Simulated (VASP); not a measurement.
# AgI (P6_3mc) in VASP: further runs

The runs below take AgI through relaxation of shape and atoms at fixed volume, with PBE.

Program: VASP 6.6.1. These are calculated values, not measurements. Logs are shortened: lines on timing, memory, paths and dates and some standing lists are left out, and cuts for length are marked.

### Step 1. The cell of the first run

The structure is hexagonal, space group P6_3mc (No. 186). The conventional cell has a = 4.732 Å, b = 4.732 Å, c = 7.740 Å, α = 90.00°, β = 90.00°, γ = 120.00°. Within 3.8 Å of Ag (site symmetry 3m) lie 4 I at 2.90 Å. I (site symmetry 3m) has 4 Ag at 2.90 Å within 3.8 Å.

### Step 2. Relaxation of shape and atoms at fixed volume, PBE (37.53 Å³/atom)

Contents of INCAR:

```
SYSTEM = AgI
PREC = Accurate
ENCUT = 500
EDIFF = 1E-7
ISMEAR = 0
SIGMA = 0.02
LREAL = .FALSE.
LASPH = .TRUE.
NELM = 120
ALGO = Normal
ISIF = 4
LWAVE = .FALSE.
LCHARG = .FALSE.
GGA = PE
IBRION = 2
NSW = 50
EDIFFG = -0.01
GGA_COMPAT = .FALSE.
NELMIN = 4
```

Contents of KPOINTS:

```
Automatic mesh
0
G
  6 6 4
  0 0 0
```

Contents of POSCAR:

```
AgI
1.0
    4.7322615452      0.0000000000      0.0000000000
   -2.3661307726      4.0982587155      0.0000000000
    0.0000000000      0.0000000000      7.7403433291
Ag I
2 2
Direct
    0.6666666667      0.3333333333      0.6276573162
    0.3333333333      0.6666666667      0.1276573162
    0.6666666667      0.3333333333      0.0023426838
    0.3333333333      0.6666666667      0.5023426838
```

Potentials or basis: VASP PAW PBE potentials, release 64 (Ag, I).

On the command line:

```sh
> cat potpaw_PBE.64/Ag/POTCAR potpaw_PBE.64/I/POTCAR > POTCAR
> mpirun -np 1 vasp_std > vasp.out
```

OUTCAR:

```text
SYSTEM = AgI
   PREC = Accurate
   ENCUT = 500
   EDIFF = 1E-7
   ISMEAR = 0
   LREAL = .FALSE.
   LASPH = .TRUE.
   NELM = 120
   ISIF = 4
   GGA = PE
   IBRION = 2
   NSW = 50
   EDIFFG = -0.01
   NELMIN = 4

 ion  position               nearest neighbor table
   1  0.667  0.333  0.628-   4 2.90   4 2.90   4 2.90   3 2.90
   2  0.333  0.667  0.128-   3 2.90   3 2.90   3 2.90   4 2.90
   3  0.667  0.333  0.002-   2 2.90   2 2.90   2 2.90   1 2.90
   4  0.333  0.667  0.502-   1 2.90   1 2.90   1 2.90   2 2.90

  LATTYP: Found a hexagonal cell.
 ALAT       =     4.7322615452
 C/A-ratio  =     1.6356541698

  Lattice vectors:

 A1 = (   4.7322615452,   0.0000000000,   0.0000000000)
 A2 = (  -2.3661307726,   4.0982587155,   0.0000000000)
 A3 = (   0.0000000000,   0.0000000000,   7.7403433291)

Analysis of symmetry for initial positions (statically):
=====================================================================
 Subroutine PRICEL returns:
 Original cell was already a primitive cell.

 Routine SETGRP: Setting up the symmetry group for a
 hexagonal supercell.

 Subroutine GETGRP returns: Found 12 space group operations
 (whereof  6 operations were pure point group operations)
 out of a pool of 24 trial point group operations.

The static configuration has the point symmetry C_3v.
 The point group associated with its full space group is C_6v.

Analysis of symmetry for dynamics (positions and initial velocities):
=====================================================================
 Subroutine PRICEL returns:
 Original cell was already a primitive cell.

 Routine SETGRP: Setting up the symmetry group for a
 hexagonal supercell.

 Subroutine GETGRP returns: Found 12 space group operations
 (whereof  6 operations were pure point group operations)
 out of a pool of 24 trial point group operations.

The dynamic configuration has the point symmetry C_3v.
 The point group associated with its full space group is C_6v.

 Subroutine INISYM returns: Found 12 space group operations
 (whereof  6 operations are pure point group operations),
 and found     1 'primitive' translations

----------------------------------------------------------------------------------------

[... 90 lines left out ...]
   ENCUT  =  500.0 eV  36.75 Ry    6.06 a.u.   8.63  8.63 14.11*2*pi/ulx,y,z
   NELM   =    120;   NELMIN=  4; NELMDL= -5     # of ELM steps
   EDIFF  = 0.1E-06   stopping-criterion for ELM
   LREAL  =      F    real-space projection
   EDIFFG = -.1E-01   stopping-criterion for IOM
   NSW    =     50    number of steps for IOM
   IBRION =      2    ionic relax: 0-MD 1-quasi-New 2-CG
   NFREE  =      1    steps in history (QN), initial steepest desc. (CG)
   ISIF   =      4    stress and relaxation
   ISYM   =      2    0-nonsym 1-usesym 2-fastsym
   POTIM  = 0.5000    time-step for ionic-motion
   TEBEG  =    0.0;   TEEND  =   0.0 temperature during run
   PSTRESS=    0.0 pullay stress
   NELECT =      36.0000    total number of electrons
   NUPDOWN=      -1.0000    fix difference up-down
   EMIN   =  10.00;   EMAX   =-10.00  energy-range for DOS
   EFERMI =   0.00;   METHOD = LEGACY
   ISMEAR =     0;   SIGMA  =   0.02  broadening in eV -4-tet -1-fermi 0-gaus
   EFERMI_NEDOS =   21; number of points for ismear=-14 and -15
   IALGO  =     38    algorithm
   IMIX   =      4    mixing-type and parameters
     AMIX     =   0.40;   BMIX     =  1.00
     AMIX_MAG =   1.60;   BMIX_MAG =  1.00
  volume/ion in A,a.u.               =      37.53       253.26
  Fermi-wavevector in a.u.,A,eV,Ry     =   1.017106  1.922052 14.075290  1.034505
  Thomas-Fermi vector in A             =   2.150488
   LORBIT       =      0    0 simple, 1 ext, 2 COOP (PROOUT), +10 PAW based schemes
   GGA     = PE    functional components
   LHFCALC =     F    Hartree Fock is set to
   AEXX    =    0.0000 exact exchange contribution
   IVDW    =     0    specifies the selected vdW correction
   LEPSILON=     F    determine dielectric tensor
   LRPA    =     F    only Hartree local field effects (RPA)
 conjugate gradient relaxation of ions
 non-spin polarized calculation
 Gauss-broadening in eV      SIGMA  =   0.02
  energy-cutoff  :      500.00
  volume of cell :      150.12
 maximum number of plane-waves:      3839
 NGX is ok and might be reduce to    36
   NGX = 17   NGY = 17   NGZ = 29

 number of electron      35.9999993 magnetization

 Free energy of the ion-electron system (eV)
  ---------------------------------------------------
  ext. energy  EPLUGINS =         0.00000000
  ---------------------------------------------------
  free energy    TOTEN  =        -9.56924427 eV

  energy without entropy =       -9.56924427  energy(sigma->0) =       -9.56924427

 E-fermi :   2.2502     XC(G=0):  -8.0097

 val. band max:        2.1576061067   @ k =   0.0000   0.0000   0.0000
 cond. band min:       3.5272401384   @ k =   0.0000   0.0000   0.0000
 fundamental gap:      1.3696340317
 Fermi energy:         2.2501857743

 k-point     1 :       0.0000    0.0000    0.0000
  band No.  band energies     occupation
      1     -10.1703      2.00000
      2      -9.9462      2.00000
      3      -1.5318      2.00000
      4      -1.5275      2.00000
      5      -1.5275      2.00000
      6      -1.4106      2.00000
[... 514 lines left out ...]
     21       7.9562      0.00000
     22       7.9566      0.00000

------------------------ aborting loop because EDIFF is reached ----------------------------------------

  FORCE on cell =-STRESS in cart. coord.  units (eV):
  Direction    XX          YY          ZZ          XY          YZ          ZX
  --------------------------------------------------------------------------------------
  -------------------------------------------------------------------------------------
  Total       -0.7268143     -0.7268143     -0.7298996      0.0000000      0.0000000      0.0000000
  in kB       -7.7572126     -7.7572126     -7.7901415      0.0000000      0.0000000      0.0000000
  external PRESSURE =      -7.7681889 kB  Pullay stress =       0.0000000 kB

 VOLUME and BASIS-vectors are now :
 -----------------------------------------------------------------------------
  energy-cutoff  :      500.00
  volume of cell :      150.12
      direct lattice vectors                 reciprocal lattice vectors
     4.732261545  0.000000000  0.000000000     0.211315455  0.122003035  0.000000000
    -2.366130773  4.098258716  0.000000000     0.000000000  0.244006069  0.000000000
     0.000000000  0.000000000  7.740343329     0.000000000  0.000000000  0.129193236

 POSITION                                       TOTAL-FORCE (eV/Angst)
 -----------------------------------------------------------------------------------
      2.36613      1.36609      4.85828        -0.000000     -0.000000     -0.002915
     -0.00000      2.73217      0.98811         0.000000      0.000000     -0.002915
      2.36613      1.36609      0.01813         0.000000     -0.000000      0.002915
     -0.00000      2.73217      3.88830        -0.000000      0.000000      0.002915
 -----------------------------------------------------------------------------------
    total drift:                               -0.000000      0.000000      0.001612

  FREE ENERGIE OF THE ION-ELECTRON SYSTEM (eV)
  ---------------------------------------------------
  free  energy   TOTEN  =        -9.5692442654 eV

  energy  without entropy=       -9.5692442654  energy(sigma->0) =       -9.56924427

 reached required accuracy - stopping structural energy minimisation
```

OSZICAR:

```text
N       E                     dE             d eps       ncg     rms          rms(c)
DAV:   1     0.205997711753E+03    0.20600E+03   -0.15228E+04   924   0.135E+03
DAV:   2     0.143952039288E+01   -0.20456E+03   -0.19982E+03  1094   0.256E+02
DAV:   3    -0.950647178615E+01   -0.10946E+02   -0.10900E+02  1110   0.592E+01
DAV:   4    -0.972597264577E+01   -0.21950E+00   -0.21945E+00  1182   0.876E+00
DAV:   5    -0.972785687344E+01   -0.18842E-02   -0.18841E-02  1128   0.896E-01    0.586E+00
DAV:   6    -0.956396987370E+01    0.16389E+00   -0.60495E-01   960   0.932E+00    0.436E+00
DAV:   7    -0.956893590897E+01   -0.49660E-02   -0.20204E-01   966   0.226E+00    0.195E+00
DAV:   8    -0.956887353307E+01    0.62376E-04   -0.13749E-02  1056   0.121E+00    0.544E-01
DAV:   9    -0.956911953542E+01   -0.24600E-03   -0.32664E-03  1038   0.573E-01    0.126E-01
DAV:  10    -0.956918197271E+01   -0.62437E-04   -0.37901E-04  1076   0.202E-01    0.384E-02
DAV:  11    -0.956926049577E+01   -0.78523E-04   -0.25625E-04   996   0.112E-01    0.674E-02
DAV:  12    -0.956924563470E+01    0.14861E-04   -0.28076E-05  1104   0.560E-02    0.464E-02
DAV:  13    -0.956924974772E+01   -0.41130E-05   -0.68079E-05   990   0.360E-02    0.535E-02
DAV:  14    -0.956924422372E+01    0.55240E-05   -0.16899E-05  1038   0.312E-02    0.178E-02
DAV:  15    -0.956924426539E+01   -0.41673E-07   -0.19595E-07   794   0.389E-03
   1 F= -.95692443E+01 E0= -.95692443E+01  d E =-.956924E+01
```

Wall time 66 s (1 thread of Intel Xeon Platinum 8259CL at 2.50GHz (Skylake/Cascade Lake), shared host); peak memory 0.28 GiB.

What came out:

```yaml
Free_energy: -9.5692 eV
Pressure_after_relaxing: -0.8 GPa
Band_gap_on_the_k_mesh: 1.37 eV
```

Forces in eV/Å, atoms in the order of the input:
```
Ag   0.000  0.000 -0.003
Ag   0.000  0.000 -0.003
I    0.000  0.000  0.003
I    0.000  0.000  0.003
```

Final structure:
```cif
data_structure
_symmetry_space_group_name_H-M 'P 1'
_symmetry_Int_Tables_number 1
_cell_length_a 4.7323
_cell_length_b 4.7323
_cell_length_c 7.7403
_cell_angle_alpha 90.000
_cell_angle_beta 90.000
_cell_angle_gamma 120.000
_cell_volume 150.12
loop_
_atom_site_label
_atom_site_type_symbol
_atom_site_fract_x
_atom_site_fract_y
_atom_site_fract_z
_atom_site_occupancy
Ag1 Ag 0.66667 0.33333 0.62766 1
Ag2 Ag 0.33333 0.66667 0.12766 1
I1 I 0.66667 0.33333 0.00234 1
I2 I 0.33333 0.66667 0.50234 1
```

Caveat: the relaxation stopped at its first step, so nothing moved; spin-orbit coupling is left out, which moves the levels of the heavy elements.

### Step 3. Relaxation of shape and atoms at fixed volume, PBE (38.62 Å³/atom)

This run uses another cell than the first one, of 38.62 Å³/atom.

Contents of INCAR:

```
SYSTEM = AgI
PREC = Accurate
ENCUT = 500
EDIFF = 1E-7
ISMEAR = 0
SIGMA = 0.02
LREAL = .False.
LASPH = .True.
NELM = 120
ALGO = Normal
ISIF = 4
LWAVE = .False.
LCHARG = .False.
GGA = PE
IBRION = 2
NSW = 50
EDIFFG = -0.01
GGA_COMPAT = .False.
NELMIN = 4
```

Contents of KPOINTS:

```
regular mesh
0
Gamma
  6 6 4
  0 0 0
```

Contents of POSCAR:

```
AgI
1.0
    4.7777668516      0.0000000000      0.0000000000
   -2.3888834258      4.1376674668      0.0000000000
    0.0000000000      0.0000000000      7.8147742733
Ag I
2 2
Direct
    0.6666666667      0.3333333333      0.6276573162
    0.3333333333      0.6666666667      0.1276573162
    0.6666666667      0.3333333333      0.0023426838
    0.3333333333      0.6666666667      0.5023426838
```

Potentials or basis: VASP PAW PBE potentials, release 64 (Ag, I).

On the command line:

```sh
> cat potpaw_PBE.64/Ag/POTCAR potpaw_PBE.64/I/POTCAR > POTCAR
> mpirun -np 1 vasp_std > vasp.out
```

Wall time 72 s (1 thread of Intel Xeon Platinum 8259CL at 2.50GHz (Skylake/Cascade Lake), shared host); peak memory 0.28 GiB.

It converged, with:

```
Free energy                  : -9.5407 eV
Pressure after relaxing      : -1.4 GPa
Largest force after relaxing : 0.004 eV/Å
Band gap on the k mesh       : 1.37 eV
```

Forces on the atoms (eV/Å):
```
Ag   0.000  0.000 -0.004
Ag   0.000  0.000 -0.004
I    0.000  0.000  0.004
I    0.000  0.000  0.004
```

Final structure:
```cif
data_structure
_symmetry_space_group_name_H-M 'P 1'
_symmetry_Int_Tables_number 1
_cell_length_a 4.7778
_cell_length_b 4.7778
_cell_length_c 7.8148
_cell_angle_alpha 90.000
_cell_angle_beta 90.000
_cell_angle_gamma 120.000
_cell_volume 154.49
loop_
_atom_site_label
_atom_site_type_symbol
_atom_site_fract_x
_atom_site_fract_y
_atom_site_fract_z
_atom_site_occupancy
Ag1 Ag 0.66667 0.33333 0.62766 1
Ag2 Ag 0.33333 0.66667 0.12766 1
I1 I 0.66667 0.33333 0.00234 1
I2 I 0.33333 0.66667 0.50234 1
```

Levels at points of the mesh, in eV from the valence-band top:
```
           k point  band 14  band 15  band 16  band 17  band 18  band 19  band 20  band 21  band 22
(0.00, 0.00, 0.00)    -0.56    -0.56    -0.05     0.00     0.00     1.37     2.70     5.93     5.93
(0.50, 0.00, 0.00)    -2.21    -1.79    -1.42    -0.81    -0.56     3.28     3.69     4.99     5.71
(0.00, 0.00, 0.50)    -1.43    -0.29    -0.29    -0.29    -0.29     2.61     2.61     5.66     5.66
(0.50, 0.00, 0.50)    -2.37    -0.99    -0.99    -0.99    -0.99     3.32     3.32     5.00     5.00
```

Caveat: the relaxation stopped at its first step, so nothing moved; spin-orbit coupling is left out, which moves the levels of the heavy elements.

### Step 4. Relaxation of shape and atoms at fixed volume, PBE

This run uses another cell than the first one, of 38.62 Å³/atom.

Contents of INCAR:

```
  PREC = Accurate
  ENCUT = 500
  EDIFF = 1E-7
  ISMEAR = -4
  SIGMA = 0.02
  LREAL = F
  LASPH = T
  NELM = 120
  ALGO = Normal
  ISIF = 4
  LWAVE = F
  LCHARG = F
  GGA = PE
  IBRION = 2
  NSW = 50
  EDIFFG = -0.01
  GGA_COMPAT = F
  NELMIN = 4
```

Contents of KPOINTS:

```
Automatic mesh
0
Gamma
  6 6 4
```

POSCAR is that of step 3.

Potentials or basis: VASP PAW PBE potentials, release 64 (Ag, I).

On the command line:

```sh
> cat potpaw_PBE.64/Ag/POTCAR potpaw_PBE.64/I/POTCAR > POTCAR
> mpirun -np 1 vasp_std > vasp.out
```

OUTCAR:

```text
PREC = Accurate
   ENCUT = 500
   EDIFF = 1E-7
   ISMEAR = -4
   LREAL = F
   LASPH = T
   NELM = 120
   ISIF = 4
   GGA = PE
   IBRION = 2
   NSW = 50
   EDIFFG = -0.01
   NELMIN = 4

 ion  position               nearest neighbor table
   1  0.667  0.333  0.628-   4 2.93   4 2.93   4 2.93   3 2.93
   2  0.333  0.667  0.128-   3 2.93   3 2.93   3 2.93   4 2.93
   3  0.667  0.333  0.002-   2 2.93   2 2.93   2 2.93   1 2.93
   4  0.333  0.667  0.502-   1 2.93   1 2.93   1 2.93   2 2.93

  LATTYP: Found a hexagonal cell.
 ALAT       =     4.7777668516
[... 725 lines left out ...]
  -------------------------------------------------------------------------------------
  Total       -1.2994594     -1.2994594     -1.3098975      0.0000000      0.0000000      0.0000000
  in kB      -13.4764756    -13.4764756    -13.5847273      0.0000000      0.0000000      0.0000000
  external PRESSURE =     -13.5125595 kB  Pullay stress =       0.0000000 kB

 VOLUME and BASIS-vectors are now :
 -----------------------------------------------------------------------------
  energy-cutoff  :      500.00
  volume of cell :      154.49
      direct lattice vectors                 reciprocal lattice vectors
     4.777766852  0.000000000  0.000000000     0.209302804  0.120841030  0.000000000
    -2.388883426  4.137667467  0.000000000     0.000000000  0.241682061  0.000000000
     0.000000000  0.000000000  7.814774273     0.000000000  0.000000000  0.127962749

 POSITION                                       TOTAL-FORCE (eV/Angst)
 -----------------------------------------------------------------------------------
      2.38888      1.37922      4.90500        -0.000000      0.000000     -0.004152
     -0.00000      2.75844      0.99761         0.000000      0.000000     -0.004152
      2.38888      1.37922      0.01831         0.000000      0.000000      0.004152
     -0.00000      2.75844      3.92569        -0.000000     -0.000000      0.004152
 -----------------------------------------------------------------------------------
    total drift:                               -0.000000     -0.000000      0.001274

  FREE ENERGIE OF THE ION-ELECTRON SYSTEM (eV)
  ---------------------------------------------------
  free  energy   TOTEN  =        -9.5406762289 eV

  energy  without entropy=       -9.5406762289  energy(sigma->0) =       -9.54067623

 reached required accuracy - stopping structural energy minimisation
```

Run time: 60 s. Hardware: 1 thread of Intel Xeon Platinum 8259CL at 2.50GHz (Skylake/Cascade Lake), shared host; peak memory 0.28 GiB.

Results:

* Free energy: -9.5407 eV
* Pressure after relaxing: -1.4 GPa
* Largest force after relaxing: 0.004 eV/Å
* Band gap on the k mesh: 1.37 eV

Forces on the atoms (eV/Å):
```
Ag   0.000  0.000 -0.004
Ag   0.000  0.000 -0.004
I    0.000  0.000  0.004
I    0.000  0.000  0.004
```

Final structure:
```
Ag I
1.0
     4.77777    0.00000    0.00000
    -2.38888    4.13767    0.00000
     0.00000    0.00000    7.81477
Ag I
2 2
Direct
  0.66667 0.33333 0.62766
  0.33333 0.66667 0.12766
  0.66667 0.33333 0.00234
  0.33333 0.66667 0.50234
```

Caveat: the relaxation stopped at its first step, so nothing moved; spin-orbit coupling is left out, which moves the levels of the heavy elements. As with any semilocal functional, this PBE gap is likely too small.

### Step 5. Relaxation of shape and atoms at fixed volume, PBE (40.08 Å³/atom)

This run uses another cell than the first one, of 40.08 Å³/atom.

Contents of INCAR:

```
PREC = Accurate
ENCUT = 500
EDIFF = 1E-7
ISMEAR = 0
SIGMA = 0.02
LREAL = F
LASPH = T
NELM = 120
ALGO = Normal
ISIF = 4
LWAVE = F
LCHARG = F
GGA = PE
IBRION = 2
NSW = 50
EDIFFG = -0.01
GGA_COMPAT = F
NELMIN = 4
```

Contents of KPOINTS:

```
regular mesh
0
Gamma
  6 6 4
```

Contents of POSCAR:

```
AgI
1.0
    4.8371240619      0.0000000000      0.0000000000
   -2.4185620310      4.1890723189      0.0000000000
    0.0000000000      0.0000000000      7.9118621419
Ag I
2 2
Direct
    0.6666666667      0.3333333333      0.6276573162
    0.3333333333      0.6666666667      0.1276573162
    0.6666666667      0.3333333333      0.0023426838
    0.3333333333      0.6666666667      0.5023426838
```

On the command line:

```sh
> cat potpaw_PBE.64/Ag/POTCAR potpaw_PBE.64/I/POTCAR > POTCAR
> mpirun -np 1 vasp_std > vasp.out
```

It took 93 s on 1 thread of Intel Xeon Platinum 8259CL at 2.50GHz (Skylake/Cascade Lake), shared host; peak memory 0.29 GiB.

Results (log left out):

```
Free energy                  : -9.4806 eV
Pressure after relaxing      : -2.0 GPa
Largest force after relaxing : 0.005 eV/Å
Band gap on the k mesh       : 1.38 eV
```

Forces on the atoms (eV/Å):
```
Ag   0.000  0.000 -0.005
Ag   0.000  0.000 -0.005
I    0.000  0.000  0.005
I    0.000  0.000  0.005
```

Final structure:
```
Ag I
1.0
     4.83712    0.00000    0.00000
    -2.41856    4.18907    0.00000
     0.00000    0.00000    7.91186
Ag I
2 2
Direct
  0.66667 0.33333 0.62766
  0.33333 0.66667 0.12766
  0.66667 0.33333 0.00234
  0.33333 0.66667 0.50234
```

Levels at points of the mesh, in eV from the valence-band top:
| k point | band 15 | band 16 | band 17 | band 18 | band 19 | band 20 | band 21 | band 22 |
| --- | --- | --- | --- | --- | --- | --- | --- | --- |
| (0.00, 0.00, 0.00) | -0.52 | -0.04 | 0.00 | 0.00 | 1.38 | 2.72 | 5.98 | 5.98 |
| (0.50, 0.00, 0.00) | -1.67 | -1.32 | -0.75 | -0.52 | 3.25 | 3.70 | 5.04 | 5.67 |
| (0.00, 0.00, 0.50) | -0.27 | -0.27 | -0.27 | -0.27 | 2.59 | 2.59 | 5.67 | 5.67 |
| (0.50, 0.00, 0.50) | -0.92 | -0.92 | -0.92 | -0.92 | 3.33 | 3.33 | 5.04 | 5.04 |

Caveat: the relaxation stopped at its first step, so nothing moved; spin-orbit coupling is left out, which moves the levels of the heavy elements.

### Step 6. Overview

```csv
cell,smearing,gap on the mesh (eV),pressure (GPa)
"relaxed from a = 4.732, b = 4.732, c = 7.740 Å, angles 90.0, 90.0, 120.0°, 4 atoms",gaussian 0.02 eV,1.37,-0.8
"relaxed from a = 4.778, b = 4.778, c = 7.815 Å, angles 90.0, 90.0, 120.0°, 4 atoms",gaussian 0.02 eV,1.37,-1.4
"relaxed from a = 4.778, b = 4.778, c = 7.815 Å, angles 90.0, 90.0, 120.0°, 4 atoms",tetrahedron,1.37,-1.4
"relaxed from a = 4.837, b = 4.837, c = 7.912 Å, angles 90.0, 90.0, 120.0°, 4 atoms",gaussian 0.02 eV,1.38,-2.0
```

Alike in all rows: task relaxation of shape and atoms at fixed volume; level PBE; potentials or basis VASP PAW PBE potentials, release 64 (Ag, I); no spin polarisation; k mesh 6 × 6 × 4; cutoff (eV) 500.

Caveats: the relaxation stopped at its first step, so nothing moved; spin-orbit coupling is left out, which moves the levels of the heavy elements.

Total energies depend on the potentials used, so only differences within one code and one set of settings carry meaning.
